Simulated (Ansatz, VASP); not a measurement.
**AlN in VASP and in Ansatz**

INCAR

```
SYSTEM = AlN
  PREC = Accurate
  ENCUT = 520
  EDIFF = 1E-7
  ISMEAR = 0
  SIGMA = 0.05
  LREAL = .FALSE.
  LASPH = .TRUE.
  NELM = 80
  ALGO = Normal
  ISIF = 2
  LWAVE = .FALSE.
  LCHARG = .FALSE.
  GGA = PS
  NBANDS = 16
```

Contents of KPOINTS:

```
Automatic mesh
0
G
  9 9 6
  0 0 0
```

POSCAR

```
AlN
1.0
    3.2223000000      0.0000000000      0.0000000000
   -1.6111500000      2.7905936586      0.0000000000
    0.0000000000      0.0000000000      4.2240000000
Al N
2 2
Direct
    0.3333333333      0.6666666667      0.7500000000
    0.6666666667      0.3333333333      0.2500000000
    0.3333333333      0.6666666667      0.2500000000
    0.6666666667      0.3333333333      0.7500000000
```

Input for Ansatz:

```yaml
crystal:
  lattice:
    - [3.2223, 0.0, 0.0]
    - [-1.61115, 2.7905936586, 0.0]
    - [0.0, 0.0, 4.224]
  atoms:
    - { symbol: Al, position: [0.3333333333, 0.6666666667, 0.75] }
    - { symbol: Al, position: [0.6666666667, 0.3333333333, 0.25] }
    - { symbol: "N", position: [0.3333333333, 0.6666666667, 0.25] }
    - { symbol: "N", position: [0.6666666667, 0.3333333333, 0.75] }
basis:
  ecutwfc: 520.0
kpoints:
  mp_grid: { grid: [9, 9, 6] }
hamiltonian:
  xc: pbesol
scf:
  occupations: { method: gaussian, width: 0.05 }
output:
  forces: true
  stress: true
  eigenvalues: true
```

Alike in both runs: task single point; functional PBEsol; k mesh 9 × 9 × 6; occupations gaussian, width 0.05 eV; no spin polarisation.

```csv
,VASP,Ansatz
version,VASP 6.6.1,Ansatz 0.2.0
potentials or method,"VASP PAW PBE potentials, release 64 (Al, N), cutoff 520 eV","scalar-relativistic, plane waves, PAW"
valence electrons in the cell,16,16
```

|  | VASP | Ansatz | Ansatz less VASP |
| --- | --- | --- | --- |
| gap on the k mesh at the Fermi level (eV) | 3.46 | 3.44 | -0.015 |
| least direct gap on the mesh (eV) | 3.46 | 3.44 | -0.015 |
| pressure (GPa) | 8.4 | 8.4 | +0.01 |
| traceless stress, the component that is largest in VASP (GPa) | -7.77 | -7.66 | +0.109 |

VASP's potentials were made for PBE, not for PBEsol. The functional is the same, so the differences come from potentials, cutoffs and numerics.
